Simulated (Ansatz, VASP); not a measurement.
## AlN in VASP and in Ansatz

INCAR

```
  PREC = Accurate
  ENCUT = 600
  EDIFF = 1E-6
  ISMEAR = -1
  SIGMA = 0.1
  LREAL = False
  LASPH = True
  NELM = 100
  ALGO = Normal
  ISIF = 3
  LWAVE = False
  LCHARG = False
  GGA = CA
  IBRION = 2
  NSW = 100
  EDIFFG = -0.002
```

File KPOINTS:

```
regular mesh
0
Gamma
  12 12 6
```

POSCAR

```
AlN
1.0
    3.1130000000      0.0000000000      0.0000000000
   -1.5565000000      2.6959370820      0.0000000000
    0.0000000000      0.0000000000      4.9810000000
Al N
2 2
Direct
    0.3333333333      0.6666666667      0.0000000000
    0.6666666667      0.3333333333      0.5000000000
    0.3333333333      0.6666666667      0.3800000000
    0.6666666667      0.3333333333      0.8800000000
```

Input for Ansatz:

```yaml
crystal:
  lattice:
    - [3.11300000001, 0.0, 0.0]
    - [-1.5565, 2.69593708199, 0.0]
    - [0.0, 0.0, 4.981]
  atoms:
    - { symbol: Al, position: [0.333333333333, 0.666666666667, 0.0] }
    - { symbol: Al, position: [0.666666666667, 0.333333333333, 0.5] }
    - { symbol: "N", position: [0.333333333333, 0.666666666667, 0.38] }
    - { symbol: "N", position: [0.666666666667, 0.333333333333, 0.88] }
kpoints:
  mp_grid: { grid: [12, 12, 6] }
scf:
  occupations: { method: fermi_dirac, width: 0.1 }
hamiltonian:
  xc: lda
  pseudopotentials: { kind: paw }
relax:
  f_tol: 0.002
  max_steps: 80
  cell: {}
output:
  forces: true
  stress: true
  write_density: true
  write_potential: true
  elf: true
  volumetric_format: npy
```

Alike in both runs: task relaxation of cell and atoms; functional LDA; k mesh 12 × 12 × 6; occupations fermi-dirac, width 0.1 eV; no spin polarisation.

|  | VASP | Ansatz |
| --- | --- | --- |
| version | VASP 6.6.1 | Ansatz 0.2.0 |
| potentials or method | VASP PAW LDA potentials, release 64 (Al, N) | PAW with Ansatz's default frozen-core files, scalar-relativistic |
| plane-wave cutoff (eV) | 600 | 420 |
| valence electrons in the cell | 16 | 16 |

VASP gave:

| Property | Result |
| --- | --- |
| gap on the k mesh at the Fermi level, each at its own relaxed structure (eV) | 4.40 |
| relaxed volume (Å³/atom) | 10.24 |
| relaxed length of the cell vector where the two differ most in proportion (Å) | 4.948 |

What did Ansatz give for the same quantities?

gap on the k mesh at the Fermi level, each at its own relaxed structure (eV): 4.42; relaxed volume (Å³/atom): 10.21; relaxed length of the cell vector where the two differ most in proportion (Å): 4.943.

LDA's correlation is that of Perdew and Zunger in VASP and of Perdew and Wang (1992) in Ansatz.
